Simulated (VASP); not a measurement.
# Si2C3 (P6_3/mmc) in VASP: a series of runs

Si2C3 is run at these levels: PBE; tasks: single point.

Everything below comes from runs of VASP 6.6.1. Logs are shortened: lines on timing, memory, paths and dates and some standing lists are left out, and cuts for length are marked.

### 1 The cell of the first run

Symmetry: P6_3/mmc, No. 194, hexagonal system. Conventional cell: a = 2.617 Å, b = 2.617 Å, c = 22.868 Å, α = 90.00°, β = 90.00°, γ = 120.00°. Within 2.6 Å of Si (site symmetry 3m) lie 3 C at 1.96 Å and 1 Si at 2.49 Å. Within 2.6 Å of C (site symmetry -6m2) lie 6 Si at 1.96 Å. C (site symmetry 3m) has 3 C at 1.51 Å within 2.0 Å.

### 2 Single point, PBE

INCAR

```
  ALGO = Normal
  EDIFF = 1E-6
  ENCUT = 520
  GGA = PE
  ISIF = 2
  ISMEAR = 0
  LASPH = T
  LCHARG = T
  LELF = T
  LREAL = F
  LVHAR = T
  LWAVE = F
  NBANDS = 31
  NELM = 100
  PREC = Accurate
  SIGMA = 0.1
```

KPOINTS

```
k-points
0
Gamma
  6 6 1
```

POSCAR

```
Si2C3
1.0
    2.6170719925      0.0000000000      0.0000000000
   -1.3085359963      2.2664508291      0.0000000000
    0.0000000000      0.0000000000     22.8676493775
Si C
4 6
Direct
    0.6666666667      0.3333333333      0.1954542480
    0.6666666667      0.3333333333      0.3045457520
    0.3333333333      0.6666666667      0.6954542480
    0.3333333333      0.6666666667      0.8045457520
    0.6666666667      0.3333333333      0.7500000000
    0.6666666667      0.3333333333      0.9999835494
    0.6666666667      0.3333333333      0.5000164506
    0.3333333333      0.6666666667      0.0000164506
    0.3333333333      0.6666666667      0.2500000000
    0.3333333333      0.6666666667      0.4999835494
```

Potentials or basis: VASP PAW PBE potentials, release 64 (Si, C).

On the command line:

```sh
$ cat potpaw_PBE.64/Si/POTCAR potpaw_PBE.64/C/POTCAR > POTCAR
$ mpirun -np 1 vasp_std > vasp.out
```

OUTCAR:

```text
EDIFF = 1E-6
   ENCUT = 520
   GGA = PE
   ISIF = 2
   ISMEAR = 0
   LASPH = T
   LREAL = F
   NELM = 100
   PREC = Accurate

 ion  position               nearest neighbor table
   1  0.667  0.333  0.195-   9 1.96   9 1.96   9 1.96   2 2.49
   2  0.667  0.333  0.305-   9 1.96   9 1.96   9 1.96   1 2.49
   3  0.333  0.667  0.695-   5 1.96   5 1.96   5 1.96   4 2.49
   4  0.333  0.667  0.805-   5 1.96   5 1.96   5 1.96   3 2.49
   5  0.667  0.333  0.750-   3 1.96   4 1.96   3 1.96   4 1.96   3 1.96   4 1.96
   6  0.667  0.333  1.000-   8 1.51   8 1.51   8 1.51
   7  0.667  0.333  0.500-  10 1.51  10 1.51  10 1.51
   8  0.333  0.667  0.000-   6 1.51   6 1.51   6 1.51
   9  0.333  0.667  0.250-   1 1.96   2 1.96   1 1.96   2 1.96   1 1.96   2 1.96
  10  0.333  0.667  0.500-   7 1.51   7 1.51   7 1.51

  LATTYP: Found a hexagonal cell.
 ALAT       =     2.6170719925
 C/A-ratio  =     8.7378755506

  Lattice vectors:

 A1 = (   2.6170719925,   0.0000000000,   0.0000000000)
 A2 = (  -1.3085359963,   2.2664508291,   0.0000000000)
 A3 = (   0.0000000000,   0.0000000000,  22.8676493775)

Analysis of symmetry for initial positions (statically):
=====================================================================
 Subroutine PRICEL returns:
 Original cell was already a primitive cell.

 Routine SETGRP: Setting up the symmetry group for a
 hexagonal supercell.

 Subroutine GETGRP returns: Found 24 space group operations
 (whereof 12 operations were pure point group operations)
 out of a pool of 24 trial point group operations.

The static configuration has the point symmetry D_3d.
 The point group associated with its full space group is D_6h.

Analysis of symmetry for dynamics (positions and initial velocities):
=====================================================================
 Subroutine PRICEL returns:
 Original cell was already a primitive cell.

 Routine SETGRP: Setting up the symmetry group for a
 hexagonal supercell.

 Subroutine GETGRP returns: Found 24 space group operations
 (whereof 12 operations were pure point group operations)
 out of a pool of 24 trial point group operations.

The dynamic configuration has the point symmetry D_3d.
 The point group associated with its full space group is D_6h.

 Subroutine INISYM returns: Found 24 space group operations
 (whereof 12 operations are pure point group operations),
 and found     1 'primitive' translations

----------------------------------------------------------------------------------------

                                     Primitive cell

  volume of cell :     135.6387

  direct lattice vectors                    reciprocal lattice vectors
     2.617071993  0.000000000  0.000000000     0.382106416  0.220609242  0.000000000
    -1.308535996  2.266450829  0.000000000     0.000000000  0.441218484  0.000000000
     0.000000000  0.000000000 22.867649378     0.000000000  0.000000000  0.043729899

  length of vectors
     2.617071993  2.617071993 22.867649378     0.441218485  0.441218484  0.043729899

  position of ions in fractional coordinates (direct lattice)
     0.666666667  0.333333333  0.195454248
     0.666666667  0.333333333  0.304545752
     0.333333333  0.666666667  0.695454248
     0.333333333  0.666666667  0.804545752
     0.666666667  0.333333333  0.750000000
     0.666666667  0.333333333  0.999983549
     0.666666667  0.333333333  0.500016451
     0.333333333  0.666666667  0.000016451
     0.333333333  0.666666667  0.250000000
     0.333333333  0.666666667  0.499983549

  ion indices of the primitive-cell ions
   primitive index   ion index
                 1           1
                 2           2
                 3           3
                 4           4
                 5           5
                 6           6
                 7           7
                 8           8
                 9           9
                10          10

----------------------------------------------------------------------------------------

 KPOINTS: k-points

Automatic generation of k-mesh.
 Grid dimensions read from file:
 generate k-points for:    6    6    1

 Generating k-lattice:

  Cartesian coordinates                     Fractional coordinates (reciprocal lattice)
     0.063684403  0.036768207  0.000000000     0.166666667  0.000000000  0.000000000
     0.000000000  0.073536414  0.000000000     0.000000000  0.166666667  0.000000000
     0.000000000  0.000000000  0.043729899     0.000000000  0.000000000  1.000000000

  Length of vectors
     0.073536414  0.073536414  0.043729899

  Shift w.r.t. Gamma in fractional coordinates (k-lattice)
     0.000000000  0.000000000  0.000000000

 Subroutine IBZKPT returns following result:
 ===========================================

 Found      7 irreducible k-points:

 Following reciprocal coordinates:
            Coordinates               Weight
  0.000000  0.000000  0.000000      1.000000
  0.166667 -0.000000  0.000000      6.000000
  0.333333 -0.000000  0.000000      6.000000
  0.500000 -0.000000  0.000000      3.000000
  0.166667  0.166667  0.000000      6.000000
  0.333333  0.166667  0.000000     12.000000
  0.333333  0.333333  0.000000      2.000000
   k-points           NKPTS =      7   k-points in BZ     NKDIM =      7   number of bands    NBANDS=     31
   number of dos      NEDOS =    301   number of ions     NIONS =     10
   total plane-waves  NPLWV =  72000
   dimension x,y,z NGX =    20 NGY =   20 NGZ =  180
   dimension x,y,z NGXF=    40 NGYF=   40 NGZF=  360
   ions per type =               4   6
   NGX,Y,Z   is equivalent  to a cutoff of  12.70, 12.70, 13.09 a.u.
   NGXF,Y,Z  is equivalent  to a cutoff of  25.41, 25.41, 26.17 a.u.
 SYSTEM =  unknown system
   PREC   = accura    normal or accurate (medium, high low for compatibility)
   ISTART =      0    job   : 0-new  1-cont  2-samecut
   ICHARG =      2    charge: 1-file 2-atom 10-const
   ISPIN  =      1    spin polarized calculation?
   LNONCOLLINEAR =      F non collinear calculations
   LSORBIT =      F    spin-orbit coupling
   LASPH  =      T    aspherical Exc in radial PAW
   ENCUT  =  520.0 eV  38.22 Ry    6.18 a.u.   4.87  4.87 42.52*2*pi/ulx,y,z
   NELM   =    100;   NELMIN=  2; NELMDL= -5     # of ELM steps
   EDIFF  = 0.1E-05   stopping-criterion for ELM
   LREAL  =      F    real-space projection
   EDIFFG = 0.1E-04   stopping-criterion for IOM
   NSW    =      0    number of steps for IOM
   IBRION =     -1    ionic relax: 0-MD 1-quasi-New 2-CG
   NFREE  =      0    steps in history (QN), initial steepest desc. (CG)
   ISIF   =      2    stress and relaxation
   ISYM   =      2    0-nonsym 1-usesym 2-fastsym
   POTIM  = 0.5000    time-step for ionic-motion
   TEBEG  =    0.0;   TEEND  =   0.0 temperature during run
   PSTRESS=    0.0 pullay stress
   NELECT =      40.0000    total number of electrons
   NUPDOWN=      -1.0000    fix difference up-down
   EMIN   =  10.00;   EMAX   =-10.00  energy-range for DOS
   EFERMI =   0.00;   METHOD = LEGACY
   ISMEAR =     0;   SIGMA  =   0.10  broadening in eV -4-tet -1-fermi 0-gaus
   EFERMI_NEDOS =   21; number of points for ismear=-14 and -15
   IALGO  =     38    algorithm
   IMIX   =      4    mixing-type and parameters
     AMIX     =   0.40;   BMIX     =  1.00
     AMIX_MAG =   1.60;   BMIX_MAG =  1.00
  volume/ion in A,a.u.               =      13.56        91.53
  Fermi-wavevector in a.u.,A,eV,Ry     =   1.089683  2.059203 16.155692  1.187410
  Thomas-Fermi vector in A             =   2.225892
   LORBIT       =      0    0 simple, 1 ext, 2 COOP (PROOUT), +10 PAW based schemes
   GGA     = PE    functional components
   LHFCALC =     F    Hartree Fock is set to
   AEXX    =    0.0000 exact exchange contribution
   IVDW    =     0    specifies the selected vdW correction
   LEPSILON=     F    determine dielectric tensor
   LRPA    =     F    only Hartree local field effects (RPA)
 non-spin polarized calculation
 Gauss-broadening in eV      SIGMA  =   0.10
  energy-cutoff  :      520.00
  volume of cell :      135.64
 maximum number of plane-waves:      3711
 NGX is ok and might be reduce to    20
   NGX =  9   NGY =  9   NGZ = 85

 number of electron      39.9999998 magnetization

 Free energy of the ion-electron system (eV)
  ---------------------------------------------------
  ext. energy  EPLUGINS =         0.00000000
  ---------------------------------------------------
  free energy    TOTEN  =       -70.01011175 eV

  energy without entropy =      -69.98660820  energy(sigma->0) =      -69.99835997

 E-fermi :   4.9046     XC(G=0):  -9.2724

 val. band max:        4.9026442898   @ k =   0.3333   0.3333   0.0000
 cond. band min:       4.9152214990   @ k =   0.3333   0.3333   0.0000
 fundamental gap:      0.0125772092
 Fermi energy:         4.9046082130

 k-point     1 :       0.0000    0.0000    0.0000
  band No.  band energies     occupation
      1     -13.2208      2.00000
      2     -13.2206      2.00000
      3     -13.1252      2.00000
      4     -13.1250      2.00000
      5      -7.6973      2.00000
      6      -7.6969      2.00000
[... 23 lines left out ...]
     30      13.6379      0.00000
     31      13.6379      0.00000

 k-point     2 :       0.1667   -0.0000    0.0000
  band No.  band energies     occupation
      1     -12.6341      2.00000
      2     -12.6340      2.00000
      3     -12.4275      2.00000
      4     -12.4274      2.00000
      5      -6.9571      2.00000
      6      -6.9568      2.00000
[... 23 lines left out ...]
     30      12.5235      0.00000
     31      12.7212      0.00000

 k-point     3 :       0.3333   -0.0000    0.0000
  band No.  band energies     occupation
      1     -10.9136      2.00000
      2     -10.9136      2.00000
      3     -10.3850      2.00000
      4     -10.3850      2.00000
      5      -4.8254      2.00000
      6      -4.8251      2.00000
[... 125 lines left out ...]
     30      10.8335      0.00000
     31      12.3304      0.00000

 k-point     7 :       0.3333    0.3333    0.0000
  band No.  band energies     occupation
      1      -7.1521      2.00000
      2      -7.1521      2.00000
      3      -7.1521      2.00000
      4      -7.1521      2.00000
      5      -6.6383      2.00000
      6      -6.6383      2.00000
[... 23 lines left out ...]
     30      10.1114      0.00000
     31      11.5440      0.00000

------------------------ aborting loop because EDIFF is reached ----------------------------------------

  FORCE on cell =-STRESS in cart. coord.  units (eV):
  Direction    XX          YY          ZZ          XY          YZ          ZX
  --------------------------------------------------------------------------------------
  -------------------------------------------------------------------------------------
  Total        0.2066742      0.2066742     -0.0321037     -0.0000000      0.0000000     -0.0000000
  in kB        2.4412557      2.4412557     -0.3792126     -0.0000000      0.0000000     -0.0000000
  external PRESSURE =       1.5010996 kB  Pullay stress =       0.0000000 kB

 VOLUME and BASIS-vectors are now :
 -----------------------------------------------------------------------------
  energy-cutoff  :      520.00
  volume of cell :      135.64
      direct lattice vectors                 reciprocal lattice vectors
     2.617071993  0.000000000  0.000000000     0.382106416  0.220609242  0.000000000
    -1.308535996  2.266450829  0.000000000     0.000000000  0.441218484  0.000000000
     0.000000000  0.000000000 22.867649378     0.000000000  0.000000000  0.043729899

 POSITION                                       TOTAL-FORCE (eV/Angst)
 -----------------------------------------------------------------------------------
      1.30854      0.75548      4.46958        -0.000000      0.000000      0.010171
      1.30854      0.75548      6.96425        -0.000000     -0.000000     -0.010171
     -0.00000      1.51097     15.90340         0.000000      0.000000      0.010171
     -0.00000      1.51097     18.39807         0.000000     -0.000000     -0.010171
      1.30854      0.75548     17.15074         0.000000      0.000000      0.000000
      1.30854      0.75548     22.86727         0.000000      0.000000      0.013697
      1.30854      0.75548     11.43420        -0.000000      0.000000     -0.013697
     -0.00000      1.51097      0.00038         0.000000     -0.000000     -0.013697
     -0.00000      1.51097      5.71691         0.000000      0.000000      0.000000
     -0.00000      1.51097     11.43345        -0.000000     -0.000000      0.013697
 -----------------------------------------------------------------------------------
    total drift:                               -0.000000      0.000000     -0.000000

  FREE ENERGIE OF THE ION-ELECTRON SYSTEM (eV)
  ---------------------------------------------------
  free  energy   TOTEN  =       -70.0101117496 eV

  energy  without entropy=      -69.9866081997  energy(sigma->0) =      -69.99835997
```

It took 25 s on 1 thread of Intel Xeon 6975P-C (Granite Rapids), shared host; peak memory 0.24 GiB.

What came out:

- Free energy: -70.0101 eV
- Pressure: 0.2 GPa
- Largest force: 0.014 eV/Å
- Band gap on the k mesh: zero (band 20 reaches 5.77 eV, above the bottom of band 21 at 4.66 eV)

Forces on the atoms (eV/Å):
```
Si   0.000  0.000  0.010
Si   0.000  0.000 -0.010
Si   0.000  0.000  0.010
Si   0.000  0.000 -0.010
C    0.000  0.000  0.000
C    0.000  0.000  0.014
C    0.000  0.000 -0.014
C    0.000  0.000 -0.014
C    0.000  0.000  0.000
C    0.000  0.000  0.014
```

Stress tensor (GPa, compression positive):
```
 0.24  0.00  0.00
 0.00  0.24  0.00
 0.00  0.00 -0.04
```

Caveat: the k points lie up to 0.46 Å⁻¹ apart.

[end of part 1 of 2]
